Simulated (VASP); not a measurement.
# AlN (P6_3mc) in VASP: a series of runs

AlN is run at these levels: PBE; tasks: single point.

All numbers are computed with VASP 6.6.1; they aren't measurements. Logs are shortened: lines on timing, memory, paths and dates and some standing lists are left out, and cuts for length are marked.

## Step 1: The cell of the first run

The structure is hexagonal, space group P6_3mc (No. 186). Conventional cell: a = 2.989 Å, b = 2.989 Å, c = 4.792 Å, α = 90.00°, β = 90.00°, γ = 120.00°. Within 2.4 Å of Al (site symmetry 3m) lie 4 N at 1.82 to 1.83 Å. Within 2.4 Å of N (site symmetry 3m) lie 4 Al at 1.82 to 1.83 Å.

## Step 2: Single point, PBE (equal strain along all axes, cell held: -4.5 %, then relaxed in part)

Contents of INCAR:

```
SYSTEM = AlN
PREC     = Accurate       ! precision mode
ENCUT    = 520            ! plane-wave cutoff, eV
EDIFF    = 1E-6           ! SCF threshold, eV
ISMEAR   = 0              ! smearing method
SIGMA    = 0.02           ! smearing width, eV
LREAL    = .False.        ! projectors in reciprocal space
LASPH    = .True.         ! aspherical terms in the spheres
NELM     = 80             ! most SCF steps
ALGO     = Normal         ! electronic algorithm
ISIF     = 2              ! what is computed and relaxed
LWAVE    = .False.        ! write WAVECAR
LCHARG   = .True.         ! write CHGCAR
GGA      = PE             ! functional
LELF     = .True.         ! ELF
LVHAR    = .True.       
NBANDS   = 16             ! bands
```

Contents of KPOINTS:

```
regular mesh
0
Gamma
  12 12 6
  0 0 0
```

Contents of POSCAR:

```
AlN
1.0
    2.9893490409      0.0000000000      0.0000000000
   -1.4946745204      2.5888522102      0.0000000000
    0.0000000000      0.0000000000      4.7922313731
Al N
2 2
Direct
    0.6666666667      0.3333333333      0.4988776967
    0.3333333333      0.6666666667      0.9988776967
    0.6666666667      0.3333333333      0.8811223033
    0.3333333333      0.6666666667      0.3811223033
```

Potentials or basis: VASP PAW PBE potentials, release 64 (Al, N).

Run with:

```
$ cat potpaw_PBE.64/Al/POTCAR potpaw_PBE.64/N/POTCAR > POTCAR
$ mpirun -np 1 vasp_std > vasp.out
```

OUTCAR:

```text
SYSTEM = AlN
   PREC = Accurate
   ENCUT = 520
   EDIFF = 1E-6
   ISMEAR = 0
   LREAL = .False.
   LASPH = .True.
   NELM = 80
   ISIF = 2
   GGA = PE

 ion  position               nearest neighbor table
   1  0.667  0.333  0.499-   4 1.82   4 1.82   4 1.82   3 1.83   2 2.95   2 2.95   2 2.95   2 2.95
                             2 2.95   2 2.95
   2  0.333  0.667  0.999-   3 1.82   3 1.82   3 1.82   4 1.83   1 2.95   1 2.95   1 2.95   1 2.95
                             1 2.95   1 2.95
   3  0.667  0.333  0.881-   2 1.82   2 1.82   2 1.82   1 1.83
   4  0.333  0.667  0.381-   1 1.82   1 1.82   1 1.82   2 1.83

  LATTYP: Found a hexagonal cell.
 ALAT       =     2.9893490409
 C/A-ratio  =     1.6031019822

  Lattice vectors:

 A1 = (   2.9893490409,   0.0000000000,   0.0000000000)
 A2 = (  -1.4946745204,   2.5888522102,   0.0000000000)
 A3 = (   0.0000000000,   0.0000000000,   4.7922313731)

Analysis of symmetry for initial positions (statically):
=====================================================================
 Subroutine PRICEL returns:
 Original cell was already a primitive cell.

 Routine SETGRP: Setting up the symmetry group for a
 hexagonal supercell.

 Subroutine GETGRP returns: Found 12 space group operations
 (whereof  6 operations were pure point group operations)
 out of a pool of 24 trial point group operations.

The static configuration has the point symmetry C_3v.
 The point group associated with its full space group is C_6v.

Analysis of symmetry for dynamics (positions and initial velocities):
=====================================================================
 Subroutine PRICEL returns:
 Original cell was already a primitive cell.

 Routine SETGRP: Setting up the symmetry group for a
 hexagonal supercell.

 Subroutine GETGRP returns: Found 12 space group operations
 (whereof  6 operations were pure point group operations)
 out of a pool of 24 trial point group operations.

The dynamic configuration has the point symmetry C_3v.
 The point group associated with its full space group is C_6v.

 Subroutine INISYM returns: Found 12 space group operations
 (whereof  6 operations are pure point group operations),
 and found     1 'primitive' translations

----------------------------------------------------------------------------------------

                                     Primitive cell

  volume of cell :      37.0870

  direct lattice vectors                    reciprocal lattice vectors
     2.989349041  0.000000000  0.000000000     0.334520990  0.193135784  0.000000000
    -1.494674520  2.588852210  0.000000000     0.000000000  0.386271567  0.000000000
     0.000000000  0.000000000  4.792231373     0.000000000  0.000000000  0.208671060

  length of vectors
     2.989349041  2.989349041  4.792231373     0.386271567  0.386271567  0.208671060

  position of ions in fractional coordinates (direct lattice)
     0.666666667  0.333333333  0.498877697
     0.333333333  0.666666667  0.998877697
     0.666666667  0.333333333  0.881122303
     0.333333333  0.666666667  0.381122303

  ion indices of the primitive-cell ions
   primitive index   ion index
                 1           1
                 2           2
                 3           3
                 4           4

----------------------------------------------------------------------------------------

 KPOINTS: regular mesh

Automatic generation of k-mesh.
 Grid dimensions read from file:
 generate k-points for:   12   12    6

 Generating k-lattice:

  Cartesian coordinates                     Fractional coordinates (reciprocal lattice)
     0.027876749  0.016094649  0.000000000     0.083333333  0.000000000  0.000000000
     0.000000000  0.032189297  0.000000000     0.000000000  0.083333333  0.000000000
     0.000000000  0.000000000  0.034778510     0.000000000  0.000000000  0.166666667

  Length of vectors
     0.032189297  0.032189297  0.034778510

  Shift w.r.t. Gamma in fractional coordinates (k-lattice)
     0.000000000  0.000000000  0.000000000

 Subroutine IBZKPT returns following result:
 ===========================================

 Found     76 irreducible k-points:

 Following reciprocal coordinates:
            Coordinates               Weight
  0.000000  0.000000  0.000000      1.000000
  0.083333  0.000000  0.000000      6.000000
  0.166667  0.000000  0.000000      6.000000
  0.250000  0.000000  0.000000      6.000000
  0.333333  0.000000  0.000000      6.000000
  0.416667  0.000000  0.000000      6.000000
[... 16 lines left out ...]
  0.250000  0.000000  0.166667     12.000000
  0.333333  0.000000  0.166667     12.000000
 [... further k-points ...]
   k-points           NKPTS =     76   k-points in BZ     NKDIM =     76   number of bands    NBANDS=     16
   number of dos      NEDOS =    301   number of ions     NIONS =      4
   total plane-waves  NPLWV =  20736
   dimension x,y,z NGX =    24 NGY =   24 NGZ =   36
   dimension x,y,z NGXF=    48 NGYF=   48 NGZF=   72
   ions per type =               2   2
   NGX,Y,Z   is equivalent  to a cutoff of  13.35, 13.35, 12.49 a.u.
   NGXF,Y,Z  is equivalent  to a cutoff of  26.69, 26.69, 24.98 a.u.
 SYSTEM =  AlN
   PREC   = accura    normal or accurate (medium, high low for compatibility)
   ISTART =      0    job   : 0-new  1-cont  2-samecut
   ICHARG =      2    charge: 1-file 2-atom 10-const
   ISPIN  =      1    spin polarized calculation?
   LNONCOLLINEAR =      F non collinear calculations
   LSORBIT =      F    spin-orbit coupling
   LASPH  =      T    aspherical Exc in radial PAW
   ENCUT  =  520.0 eV  38.22 Ry    6.18 a.u.   5.56  5.56  8.91*2*pi/ulx,y,z
   NELM   =     80;   NELMIN=  2; NELMDL= -5     # of ELM steps
   EDIFF  = 0.1E-05   stopping-criterion for ELM
   LREAL  =      F    real-space projection
   EDIFFG = 0.1E-04   stopping-criterion for IOM
   NSW    =      0    number of steps for IOM
   IBRION =     -1    ionic relax: 0-MD 1-quasi-New 2-CG
   NFREE  =      0    steps in history (QN), initial steepest desc. (CG)
   ISIF   =      2    stress and relaxation
   ISYM   =      2    0-nonsym 1-usesym 2-fastsym
   POTIM  = 0.5000    time-step for ionic-motion
   TEBEG  =    0.0;   TEEND  =   0.0 temperature during run
   PSTRESS=    0.0 pullay stress
   NELECT =      16.0000    total number of electrons
   NUPDOWN=      -1.0000    fix difference up-down
   EMIN   =  10.00;   EMAX   =-10.00  energy-range for DOS
   EFERMI =   0.00;   METHOD = LEGACY
   ISMEAR =     0;   SIGMA  =   0.02  broadening in eV -4-tet -1-fermi 0-gaus
   EFERMI_NEDOS =   21; number of points for ismear=-14 and -15
   IALGO  =     38    algorithm
   IMIX   =      4    mixing-type and parameters
     AMIX     =   0.40;   BMIX     =  1.00
     AMIX_MAG =   1.60;   BMIX_MAG =  1.00
  volume/ion in A,a.u.               =       9.27        62.57
  Fermi-wavevector in a.u.,A,eV,Ry     =   1.237013  2.337616 20.819651  1.530201
  Thomas-Fermi vector in A             =   2.371598
   LORBIT       =      0    0 simple, 1 ext, 2 COOP (PROOUT), +10 PAW based schemes
   GGA     = PE    functional components
   LHFCALC =     F    Hartree Fock is set to
   AEXX    =    0.0000 exact exchange contribution
   IVDW    =     0    specifies the selected vdW correction
   LEPSILON=     F    determine dielectric tensor
   LRPA    =     F    only Hartree local field effects (RPA)
 non-spin polarized calculation
 Gauss-broadening in eV      SIGMA  =   0.02
  energy-cutoff  :      520.00
  volume of cell :       37.09
 maximum number of plane-waves:      1026
 NGX is ok and might be reduce to    24
   NGX = 11   NGY = 11   NGZ = 17

 number of electron      16.0000005 magnetization

 Free energy of the ion-electron system (eV)
  ---------------------------------------------------
  ext. energy  EPLUGINS =         0.00000000
  ---------------------------------------------------
  free energy    TOTEN  =       -29.25009006 eV

  energy without entropy =      -29.25009006  energy(sigma->0) =      -29.25009006

 E-fermi :   7.4504     XC(G=0): -11.4391

 val. band max:        7.3603614060   @ k =   0.0000   0.0000   0.0000
 cond. band min:      12.4509344225   @ k =   0.3333   0.3333   0.0000
 fundamental gap:      5.0905730165
 Fermi energy:         7.4503763840

 k-point     1 :       0.0000    0.0000    0.0000
  band No.  band energies     occupation
      1      -8.5811      2.00000
      2      -6.0503      2.00000
      3       0.8014      2.00000
      4       6.4385      2.00000
      5       6.4385      2.00000
      6       7.1092      2.00000
[... 8 lines left out ...]
     15      21.6796      0.00000
     16      21.6796      0.00000

 k-point     2 :       0.0833    0.0000    0.0000
  band No.  band energies     occupation
      1      -8.4796      2.00000
      2      -5.9913      2.00000
      3       0.9170      2.00000
      4       6.0000      2.00000
      5       6.3084      2.00000
      6       6.7077      2.00000
[... 8 lines left out ...]
     15      21.7061      0.00000
     16      21.7094      0.00000

 k-point     3 :       0.1667    0.0000    0.0000
  band No.  band energies     occupation
      1      -8.1826      2.00000
      2      -5.8286      2.00000
      3       1.2582      2.00000
      4       4.9218      2.00000
      5       5.8115      2.00000
      6       6.0075      2.00000
[... 8 lines left out ...]
     15      20.9564      0.00000
     16      20.9714      0.00000

 k-point     4 :       0.2500    0.0000    0.0000
  band No.  band energies     occupation
      1      -7.7171      2.00000
      2      -5.6113      2.00000
      3       1.8047      2.00000
      4       3.6473      2.00000
      5       4.7840      2.00000
      6       5.6661      2.00000
[... 8 lines left out ...]
     15      20.7601      0.00000
     16      21.6914      0.00000

 k-point     5 :       0.3333    0.0000    0.0000
  band No.  band energies     occupation
      1      -7.1387      2.00000
      2      -5.4294      2.00000
      3       2.4472      2.00000
      4       2.5736      2.00000
      5       3.8393      2.00000
      6       5.3714      2.00000
[... 8 lines left out ...]
     15      20.7853      0.00000
     16      22.9960      0.00000

 k-point     6 :       0.4167    0.0000    0.0000
  band No.  band energies     occupation
      1      -6.5618      2.00000
      2      -5.3906      2.00000
      3       1.7214      2.00000
      4       3.1534      2.00000
      5       3.2885      2.00000
      6       5.1760      2.00000
[... 8 lines left out ...]
     15      20.9629      0.00000
     16      23.9688      0.00000
[... 267 lines left out ...]
 k-point    21 :       0.0833    0.0000    0.1667
  band No.  band energies     occupation
      1      -8.3594      2.00000
      2      -6.2413      2.00000
      3       1.3338      2.00000
      4       6.0498      2.00000
      5       6.3573      2.00000
      6       6.3931      2.00000
[... 8 lines left out ...]
     15      21.2051      0.00000
     16      21.3135      0.00000

 k-point    22 :       0.1667    0.0000    0.1667
  band No.  band energies     occupation
      1      -8.0663      2.00000
      2      -6.0574      2.00000
      3       1.6154      2.00000
      4       4.9996      2.00000
      5       5.5659      2.00000
      6       6.0685      2.00000
[... 8 lines left out ...]
     15      21.0139      0.00000
     16      21.2646      0.00000

 k-point    23 :       0.2500    0.0000    0.1667
  band No.  band energies     occupation
      1      -7.6082      2.00000
      2      -5.8029      2.00000
      3       1.9964      2.00000
      4       3.8298      2.00000
      5       4.5757      2.00000
      6       5.7375      2.00000
[... 8 lines left out ...]
     15      20.9699      0.00000
     16      21.7812      0.00000

 k-point    24 :       0.3333    0.0000    0.1667
  band No.  band energies     occupation
      1      -7.0426      2.00000
      2      -5.5674      2.00000
      3       2.0376      2.00000
      4       3.1339      2.00000
      5       3.7689      2.00000
      6       5.4496      2.00000
[... 8 lines left out ...]
     15      21.1135      0.00000
     16      22.9015      0.00000

 [... further k-points ...]
[... 5 lines left out ...]
  --------------------------------------------------------------------------------------
  -------------------------------------------------------------------------------------
  Total        8.3046273      8.3046273      7.5497544      0.0000000     -0.0000000      0.0000000
  in kB      358.7641700    358.7641700    326.1532744      0.0000000     -0.0000000      0.0000000
  external PRESSURE =     347.8938714 kB  Pullay stress =       0.0000000 kB

 VOLUME and BASIS-vectors are now :
 -----------------------------------------------------------------------------
  energy-cutoff  :      520.00
  volume of cell :       37.09
      direct lattice vectors                 reciprocal lattice vectors
     2.989349041  0.000000000  0.000000000     0.334520990  0.193135784  0.000000000
    -1.494674520  2.588852210  0.000000000     0.000000000  0.386271567  0.000000000
     0.000000000  0.000000000  4.792231373     0.000000000  0.000000000  0.208671060

 POSITION                                       TOTAL-FORCE (eV/Angst)
 -----------------------------------------------------------------------------------
      1.49467      0.86295      2.39074         0.000000      0.000000      0.000808
     -0.00000      1.72590      4.78685         0.000000     -0.000000      0.000808
      1.49467      0.86295      4.22254        -0.000000      0.000000     -0.000808
     -0.00000      1.72590      1.82643        -0.000000      0.000000     -0.000808
 -----------------------------------------------------------------------------------
    total drift:                               -0.000000      0.000000     -0.000388

  FREE ENERGIE OF THE ION-ELECTRON SYSTEM (eV)
  ---------------------------------------------------
  free  energy   TOTEN  =       -29.2500900563 eV

  energy  without entropy=      -29.2500900563  energy(sigma->0) =      -29.25009006
```

Run time: 34 s. Hardware: 1 thread of Intel Xeon Platinum 8488C (Sapphire Rapids), shared host; peak memory 0.17 GiB.

What came out:

```
Free energy            : -29.2501 eV
Pressure               : 34.8 GPa
Band gap on the k mesh : 5.09 eV, indirect (least direct gap 5.29 eV)
```

Stress tensor (GPa, compression positive):
```
35.88  0.00  0.00
 0.00 35.88  0.00
 0.00  0.00 32.62
```

Levels at points of the mesh, in eV from the valence-band top:
| k point | band 5 | band 6 | band 7 | band 8 | band 9 | band 10 | band 11 | band 12 |
| --- | --- | --- | --- | --- | --- | --- | --- | --- |
| (0.00, 0.00, 0.00) | -0.92 | -0.25 | -0.25 | 0.00 | 5.29 | 7.74 | 11.61 | 12.03 |
| (0.50, 0.00, 0.00) | -3.63 | -2.25 | -1.95 | -0.73 | 6.04 | 6.24 | 9.24 | 11.14 |
| (0.00, 0.00, 0.50) | -0.60 | -0.60 | -0.60 | -0.60 | 7.54 | 7.54 | 11.32 | 11.32 |
| (0.50, 0.00, 0.50) | -1.58 | -1.58 | -1.48 | -1.48 | 5.71 | 5.71 | 9.99 | 9.99 |

Caveat: the cell differs from its parent crystal (equal strain along all axes, cell held: -4.5 %, then relaxed in part). A k mesh can miss the band edges.

## Step 3: Single point, PBE

Contents of INCAR:

```
PREC = Accurate
ENCUT = 520
EDIFF = 1E-6
ISMEAR = 0
SIGMA = 0.02
LREAL = False
LASPH = True
NELM = 100
ALGO = Normal
ISIF = 2
LWAVE = False
LCHARG = False
GGA = PE
NBANDS = 16
```

Contents of KPOINTS:

```
Automatic mesh
0
Gamma
  12 12 6
```

POSCAR is that of step 2.

Potentials or basis: VASP PAW PBE potentials, release 64 (Al, N).

Run with:

```
$ cat potpaw_PBE.64/Al/POTCAR potpaw_PBE.64/N/POTCAR > POTCAR
$ mpirun -np 1 vasp_std > vasp.out
```

Wall time 44 s (1 thread of Intel Xeon Platinum 8488C (Sapphire Rapids), shared host); peak memory 0.17 GiB.

It converged, with:

```yaml
Free_energy: -29.2501 eV
Pressure: 34.8 GPa
Band_gap_on_the_k_mesh: 5.09 eV, indirect (least direct gap 5.29 eV)
```

Stress tensor (GPa, compression positive):
```
35.88  0.00  0.00
 0.00 35.88  0.00
 0.00  0.00 32.62
```

Levels at points of the mesh, in eV from the valence-band top:
```tsv
k point	band 4	band 5	band 6	band 7	band 8	band 9	band 10	band 11	band 12	band 13
(0.00, 0.00, 0.00)	-0.92	-0.92	-0.25	-0.25	0.00	5.29	7.74	11.61	12.03	12.03
(0.50, 0.00, 0.00)	-4.46	-3.63	-2.25	-1.95	-0.73	6.04	6.24	9.24	11.14	11.61
(0.00, 0.00, 0.50)	-3.54	-0.60	-0.60	-0.60	-0.60	7.54	7.54	11.32	11.32	12.37
(0.50, 0.00, 0.50)	-6.08	-1.58	-1.58	-1.48	-1.48	5.71	5.71	9.99	9.99	13.27
```

A k mesh can miss the band edges. PBE gaps usually lie below the measured ones, often by a third to a half.

## Step 4: Single point, PBE (equal strain along all axes, cell held: -3.0 %, then relaxed in part)

Contents of INCAR:

```
SYSTEM = AlN
PREC = Accurate ; ENCUT = 520
EDIFF = 1E-6 ; ISMEAR = 0
SIGMA = 0.02 ; LREAL = .FALSE.
LASPH = .TRUE. ; NELM = 80
ALGO = Normal ; ISIF = 2
LWAVE = .FALSE. ; LCHARG = .FALSE.
GGA = PE ; NBANDS = 16
```

Contents of KPOINTS:

```
regular mesh
0
G
  12 12 6
  0 0 0
```

Contents of POSCAR:

```
AlN
1.0
    3.0363021672      0.0000000000      0.0000000000
   -1.5181510836      2.6295148104      0.0000000000
    0.0000000000      0.0000000000      4.8675020229
Al N
2 2
Direct
    0.6666666667      0.3333333333      0.4989852239
    0.3333333333      0.6666666667      0.9989852239
    0.6666666667      0.3333333333      0.8810147761
    0.3333333333      0.6666666667      0.3810147761
```

Run with:

```
$ cat potpaw_PBE.64/Al/POTCAR potpaw_PBE.64/N/POTCAR > POTCAR
$ mpirun -np 1 vasp_std > vasp.out
```

Run time: 39 s. Hardware: 1 thread of Intel Xeon Platinum 8488C (Sapphire Rapids), shared host; peak memory 0.17 GiB.

Results (log left out):

```yaml
Free_energy: -29.5568 eV
Pressure: 20.9 GPa
Band_gap_on_the_k_mesh: 4.86 eV, direct
```

Stress tensor (GPa, compression positive):
```
21.54  0.00  0.00
 0.00 21.54  0.00
 0.00  0.00 19.65
```

Levels at points of the mesh, in eV from the valence-band top:
```
           k point  band 6  band 7  band 8  band 9  band 10  band 11
(0.00, 0.00, 0.00)   -0.23   -0.23    0.00    4.86     7.31    11.21
(0.50, 0.00, 0.00)   -2.19   -1.88   -0.72    5.95     6.07     8.82
(0.00, 0.00, 0.50)   -0.58   -0.58   -0.58    7.11     7.11    10.92
(0.50, 0.00, 0.50)   -1.53   -1.43   -1.43    5.55     5.55     9.70
```

Caveat: the cell differs from its parent crystal (equal strain along all axes, cell held: -3.0 %, then relaxed in part). A k mesh can miss the band edges.
